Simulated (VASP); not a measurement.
# ZnCu in VASP: single point with LDA

Aim: the single point of ZnCu with LDA.

Everything below comes from runs of VASP 6.6.1. Logs are shortened: lines on timing, memory, paths and dates and some standing lists are left out, and cuts for length are marked.

## Step 1: The cell of the first run

The cell holds a slab with vacuum, 12 atoms: a = 2.945 Å, b = 4.165 Å, c = 28.412 Å, α = 90.00°, β = 90.00°, γ = 90.00°.

## Step 2: Single point, LDA

Input file INCAR:

```
PREC = Accurate
ENCUT = 520
EDIFF = 1E-6
ISMEAR = 0
SIGMA = 0.1
LREAL = F
LASPH = T
NELM = 120
ALGO = Normal
ISIF = 2
LWAVE = F
LCHARG = F
LDIPOL = T
IDIPOL = 3
DIPOL = 0.5 0.5 0.496
NBANDS = 81
GGA_COMPAT = F
NELMDL = -8
KPAR = 4
```

Input file KPOINTS:

```
regular mesh
0
Gamma
  17 12 1
```

Input file POSCAR:

```
ZnCu
1.0
    2.9450000000      0.0000000000      0.0000000000
    0.0000000000      4.1648589400      0.0000000000
    0.0000000000      0.0000000000     28.4121473610
Zn Cu
6 6
Direct
    0.5000000000      0.0000000000      0.3167659201
    0.5000000000      0.5000000000      0.3900595500
    0.5000000000      0.0000000000      0.4633531800
    0.5000000000      0.5000000000      0.5331892491
    0.5000000000      0.0000000000      0.6020183734
    0.5000000000      0.5000000000      0.6753868572
    0.0000000000      0.5000000000      0.3167659201
    0.0000000000      0.0000000000      0.3900595500
    0.0000000000      0.5000000000      0.4633531800
    0.0000000000      0.0000000000      0.5325746688
    0.0000000000      0.5000000000      0.6035715363
    0.0000000000      0.0000000000      0.6699449353
```

Potentials or basis: VASP PAW LDA potentials, release 64 (Zn, Cu).

Launch:

```sh
cat potpaw_LDA.64/Zn/POTCAR potpaw_LDA.64/Cu/POTCAR > POTCAR
mpirun -np 4 vasp_std > vasp.out
```

OUTCAR:

```text
PREC = Accurate
   ENCUT = 520
   EDIFF = 1E-6
   ISMEAR = 0
   LREAL = F
   LASPH = T
   NELM = 120
   ISIF = 2
   NELMDL = -8

 ion  position               nearest neighbor table
   1  0.500  0.000  0.317-   8 2.55   8 2.55   7 2.55   7 2.55   7 2.55   7 2.55   2 2.94   2 2.94

   2  0.500  0.500  0.390-   7 2.55   7 2.55   9 2.55   9 2.55   8 2.55   8 2.55   8 2.55   8 2.55
                             1 2.94   1 2.94   3 2.94   3 2.94
   3  0.500  0.000  0.463-  10 2.46  10 2.46   8 2.55   8 2.55   9 2.55   9 2.55   9 2.55   9 2.55
                             4 2.88   4 2.88   2 2.94   2 2.94
   4  0.500  0.500  0.533-   9 2.47   9 2.47  11 2.48  11 2.48  10 2.55  10 2.55  10 2.55  10 2.55
                             5 2.86   5 2.86   3 2.88   3 2.88
   5  0.500  0.000  0.602-  12 2.43  12 2.43  10 2.46  10 2.46  11 2.55  11 2.55  11 2.55  11 2.55
                             4 2.86   4 2.86   6 2.95   6 2.95
   6  0.500  0.500  0.675-  11 2.52  11 2.52  12 2.56  12 2.56  12 2.56  12 2.56   5 2.95   5 2.95

   7  0.000  0.500  0.317-   2 2.55   2 2.55   1 2.55   1 2.55   1 2.55   1 2.55
   8  0.000  0.000  0.390-   1 2.55   1 2.55   3 2.55   3 2.55   2 2.55   2 2.55   2 2.55   2 2.55

   9  0.000  0.500  0.463-   4 2.47   4 2.47   2 2.55   2 2.55   3 2.55   3 2.55   3 2.55   3 2.55

  10  0.000  0.000  0.533-   3 2.46   3 2.46   5 2.46   5 2.46   4 2.55   4 2.55   4 2.55   4 2.55

  11  0.000  0.500  0.604-   4 2.48   4 2.48   6 2.52   6 2.52   5 2.55   5 2.55   5 2.55   5 2.55

  12  0.000  0.000  0.670-   5 2.43   5 2.43   6 2.56   6 2.56   6 2.56   6 2.56

  LATTYP: Found a simple orthorhombic cell.
 ALAT       =     2.9450000000
 B/A-ratio  =     1.4142135620
 C/A-ratio  =     9.6475882380

  Lattice vectors:

 A1 = (   2.9450000000,   0.0000000000,   0.0000000000)
 A2 = (   0.0000000000,   4.1648589400,   0.0000000000)
 A3 = (   0.0000000000,   0.0000000000,  28.4121473610)

Analysis of symmetry for initial positions (statically):
=====================================================================
 Subroutine PRICEL returns:
 Original cell was already a primitive cell.

 Routine SETGRP: Setting up the symmetry group for a
 simple orthorhombic supercell.

 Subroutine GETGRP returns: Found  4 space group operations
 (whereof  4 operations were pure point group operations)
 out of a pool of  8 trial point group operations.

The static configuration has the point symmetry C_2v.

Analysis of symmetry for dynamics (positions and initial velocities):
=====================================================================
 Subroutine PRICEL returns:
 Original cell was already a primitive cell.

 Routine SETGRP: Setting up the symmetry group for a
 simple orthorhombic supercell.

 Subroutine GETGRP returns: Found  4 space group operations
 (whereof  4 operations were pure point group operations)
 out of a pool of  8 trial point group operations.

The dynamic configuration has the point symmetry C_2v.

 Subroutine INISYM returns: Found  4 space group operations
 (whereof  4 operations are pure point group operations),
 and found     1 'primitive' translations

----------------------------------------------------------------------------------------

                                     Primitive cell

  volume of cell :     348.4895

  direct lattice vectors                    reciprocal lattice vectors
     2.945000000  0.000000000  0.000000000     0.339558574  0.000000000  0.000000000
     0.000000000  4.164858940  0.000000000     0.000000000  0.240104170  0.000000000
     0.000000000  0.000000000 28.412147361     0.000000000  0.000000000  0.035196213

  length of vectors
     2.945000000  4.164858940 28.412147361     0.339558574  0.240104170  0.035196213

  position of ions in fractional coordinates (direct lattice)
     0.500000000  0.000000000  0.316765920
     0.500000000  0.500000000  0.390059550
     0.500000000  0.000000000  0.463353180
     0.500000000  0.500000000  0.533189249
     0.500000000  0.000000000  0.602018373
     0.500000000  0.500000000  0.675386857
     0.000000000  0.500000000  0.316765920
     0.000000000  0.000000000  0.390059550
     0.000000000  0.500000000  0.463353180
     0.000000000  0.000000000  0.532574669
     0.000000000  0.500000000  0.603571536
     0.000000000  0.000000000  0.669944935

  ion indices of the primitive-cell ions
   primitive index   ion index
                 1           1
                 2           2
                 3           3
                 4           4
                 5           5
                 6           6
                 7           7
                 8           8
                 9           9
                10          10
                11          11
                12          12

----------------------------------------------------------------------------------------

 KPOINTS: regular mesh

Automatic generation of k-mesh.
 Grid dimensions read from file:
 generate k-points for:   17   12    1

 Generating k-lattice:

  Cartesian coordinates                     Fractional coordinates (reciprocal lattice)
     0.019974034  0.000000000  0.000000000     0.058823529  0.000000000  0.000000000
     0.000000000  0.020008681  0.000000000     0.000000000  0.083333333  0.000000000
     0.000000000  0.000000000  0.035196213     0.000000000  0.000000000  1.000000000

  Length of vectors
     0.019974034  0.020008681  0.035196213

  Shift w.r.t. Gamma in fractional coordinates (k-lattice)
     0.000000000  0.000000000  0.000000000

 Subroutine IBZKPT returns following result:
 ===========================================

 Found     63 irreducible k-points:

 Following reciprocal coordinates:
            Coordinates               Weight
  0.000000  0.000000  0.000000      1.000000
  0.058824  0.000000  0.000000      2.000000
  0.117647  0.000000  0.000000      2.000000
  0.176471  0.000000  0.000000      2.000000
  0.235294  0.000000  0.000000      2.000000
  0.294118  0.000000  0.000000      2.000000
[... 16 lines left out ...]
  0.235294  0.166667  0.000000      4.000000
  0.294118  0.166667  0.000000      4.000000
 [... further k-points ...]
   k-points           NKPTS =     63   k-points in BZ     NKDIM =     63   number of bands    NBANDS=     81
   number of dos      NEDOS =    301   number of ions     NIONS =     12
   total plane-waves  NPLWV = 165888
   dimension x,y,z NGX =    24 NGY =   32 NGZ =  216
   dimension x,y,z NGXF=    48 NGYF=   64 NGZF=  432
   ions per type =               6   6
   NGX,Y,Z   is equivalent  to a cutoff of  13.55, 12.77, 12.64 a.u.
   NGXF,Y,Z  is equivalent  to a cutoff of  27.10, 25.55, 25.28 a.u.
 SYSTEM =  unknown system
   PREC   = accura    normal or accurate (medium, high low for compatibility)
   ISTART =      0    job   : 0-new  1-cont  2-samecut
   ICHARG =      2    charge: 1-file 2-atom 10-const
   ISPIN  =      1    spin polarized calculation?
   LNONCOLLINEAR =      F non collinear calculations
   LSORBIT =      F    spin-orbit coupling
   LASPH  =      T    aspherical Exc in radial PAW
   ENCUT  =  520.0 eV  38.22 Ry    6.18 a.u.   5.48  7.74 52.83*2*pi/ulx,y,z
   NELM   =    120;   NELMIN=  2; NELMDL= -8     # of ELM steps
   EDIFF  = 0.1E-05   stopping-criterion for ELM
   LREAL  =      F    real-space projection
   EDIFFG = 0.1E-04   stopping-criterion for IOM
   NSW    =      0    number of steps for IOM
   IBRION =     -1    ionic relax: 0-MD 1-quasi-New 2-CG
   NFREE  =      0    steps in history (QN), initial steepest desc. (CG)
   ISIF   =      2    stress and relaxation
   ISYM   =      2    0-nonsym 1-usesym 2-fastsym
   POTIM  = 0.5000    time-step for ionic-motion
   TEBEG  =    0.0;   TEEND  =   0.0 temperature during run
   PSTRESS=    0.0 pullay stress
   NELECT =     138.0000    total number of electrons
   NUPDOWN=      -1.0000    fix difference up-down
   EMIN   =  10.00;   EMAX   =-10.00  energy-range for DOS
   EFERMI =   0.00;   METHOD = LEGACY
   ISMEAR =     0;   SIGMA  =   0.10  broadening in eV -4-tet -1-fermi 0-gaus
   EFERMI_NEDOS =   21; number of points for ismear=-14 and -15
   IALGO  =     38    algorithm
   IMIX   =      4    mixing-type and parameters
     AMIX     =   0.40;   BMIX     =  1.00
     AMIX_MAG =   1.60;   BMIX_MAG =  1.00
  volume/ion in A,a.u.               =      29.04       195.98
  Fermi-wavevector in a.u.,A,eV,Ry     =   1.202185  2.271800 19.663804  1.445249
  Thomas-Fermi vector in A             =   2.337973
   LORBIT       =      0    0 simple, 1 ext, 2 COOP (PROOUT), +10 PAW based schemes
   GGA     = CA    functional components
   LHFCALC =     F    Hartree Fock is set to
   AEXX    =    0.0000 exact exchange contribution
   IVDW    =     0    specifies the selected vdW correction
   LEPSILON=     F    determine dielectric tensor
   LRPA    =     F    only Hartree local field effects (RPA)
 non-spin polarized calculation
 Gauss-broadening in eV      SIGMA  =   0.10
  energy-cutoff  :      520.00
  volume of cell :      348.49
 maximum number of plane-waves:      9481
 NGX is ok and might be reduce to    24
   NGX = 11   NGY = 15   NGZ =105

 dipolmoment           0.000000      0.000000      0.075515 electrons x Angstroem

 number of electron     138.0000020 magnetization

 dipolmoment           0.000000      0.000000     -0.005706 electrons x Angstroem

 Free energy of the ion-electron system (eV)
  ---------------------------------------------------
  ext. energy  EPLUGINS =         0.00000000
  ---------------------------------------------------
  free energy    TOTEN  =       -38.19196838 eV

  energy without entropy =      -38.17706592  energy(sigma->0) =      -38.18451715

 E-fermi :  -0.4325     XC(G=0):  -6.2456

 val. band max:       -0.4349086034   @ k =   0.2941   0.0000   0.0000
 cond. band min:      -0.4309341051   @ k =   0.0000   0.2500   0.0000
 fundamental gap:      0.0039744982
 Fermi energy:        -0.4324861771

 k-point     1 :       0.0000    0.0000    0.0000
  band No.  band energies     occupation
      1     -10.8540      2.00000
      2     -10.0155      2.00000
      3      -9.0801      2.00000
      4      -8.6911      2.00000
      5      -8.4948      2.00000
      6      -8.4736      2.00000
[... 73 lines left out ...]
     80       4.6735      0.00000
     81       4.7640      0.00000

 k-point     2 :       0.0588    0.0000    0.0000
  band No.  band energies     occupation
      1     -10.7920      2.00000
      2      -9.9559      2.00000
      3      -9.0290      2.00000
      4      -8.6781      2.00000
      5      -8.4794      2.00000
      6      -8.4668      2.00000
[... 73 lines left out ...]
     80       4.7353      0.00000
     81       4.8222      0.00000
[... 1762 lines left out ...]
     80       4.7893      0.00000
     81       5.0993      0.00000

 k-point    24 :       0.2941    0.1667    0.0000
  band No.  band energies     occupation
      1      -9.2367      2.00000
      2      -8.6728      2.00000
      3      -8.4852      2.00000
      4      -8.4027      2.00000
      5      -8.3468      2.00000
      6      -8.3107      2.00000
[... 73 lines left out ...]
     80       5.0782      0.00000
     81       5.4204      0.00000

 [... further k-points ...]

------------------------ aborting loop because EDIFF is reached ----------------------------------------

 vacuum level on the upper side and lower side of the slab       (xc-potential included)        -0.185        -0.101

  FORCE on cell =-STRESS in cart. coord.  units (eV):
  Direction    XX          YY          ZZ          XY          YZ          ZX
  --------------------------------------------------------------------------------------
  -------------------------------------------------------------------------------------
  Total       -9.0160877    -10.0599874     -2.4651585      0.0000000      0.0000000      0.0000000
  in kB      -41.4513857    -46.2507056    -11.3335452      0.0000000      0.0000000      0.0000000
  external PRESSURE =     -33.0118788 kB  Pullay stress =       0.0000000 kB

 VOLUME and BASIS-vectors are now :
 -----------------------------------------------------------------------------
  energy-cutoff  :      520.00
  volume of cell :      348.49
      direct lattice vectors                 reciprocal lattice vectors
     2.945000000  0.000000000  0.000000000     0.339558574  0.000000000  0.000000000
     0.000000000  4.164858940  0.000000000     0.000000000  0.240104170  0.000000000
     0.000000000  0.000000000 28.412147361     0.000000000  0.000000000  0.035196213

 POSITION                                       TOTAL-FORCE (eV/Angst)
 -----------------------------------------------------------------------------------
      1.47250      0.00000      9.00000         0.000000      0.000000      0.086150
      1.47250      2.08243     11.08243         0.000000      0.000000     -0.080515
      1.47250      0.00000     13.16486         0.000000      0.000000     -0.454570
      1.47250      2.08243     15.14905         0.000000      0.000000      0.047420
      1.47250      0.00000     17.10463         0.000000      0.000000     -0.018125
      1.47250      2.08243     19.18919         0.000000      0.000000     -0.032520
      0.00000      2.08243      9.00000         0.000000      0.000000      0.532984
      0.00000      0.00000     11.08243         0.000000      0.000000      0.147501
      0.00000      2.08243     13.16486         0.000000      0.000000     -0.327570
      0.00000      0.00000     15.13159         0.000000      0.000000      0.020642
      0.00000      2.08243     17.14876         0.000000      0.000000      0.022882
      0.00000      0.00000     19.03457         0.000000      0.000000      0.055720
 -----------------------------------------------------------------------------------
    total drift:                                0.000000     -0.000000     -0.000012

  FREE ENERGIE OF THE ION-ELECTRON SYSTEM (eV)
  ---------------------------------------------------
  free  energy   TOTEN  =       -38.1919683810 eV

  energy  without entropy=      -38.1770659188  energy(sigma->0) =      -38.18451715

 vacuum level on the upper side and lower side of the slab         4.347         4.432
```

Run time: 23 min. Hardware: 4 MPI ranks of Intel Xeon Platinum 8375C at 2.90GHz (Ice Lake), shared host; peak memory 1.2 GiB.

Results:

```yaml
Free_energy: -38.1920 eV
Largest_force: 0.533 eV/Å
Band_gap_on_the_k_mesh: zero (bands 69 and 70 overlap by 2.38 eV)
```

Forces on the atoms (eV/Å):
```
Zn   0.000  0.000  0.086
Zn   0.000  0.000 -0.081
Zn   0.000  0.000 -0.455
Zn   0.000  0.000  0.047
Zn   0.000  0.000 -0.018
Zn   0.000  0.000 -0.033
Cu   0.000  0.000  0.533
Cu   0.000  0.000  0.148
Cu   0.000  0.000 -0.328
Cu   0.000  0.000  0.021
Cu   0.000  0.000  0.023
Cu   0.000  0.000  0.056
```
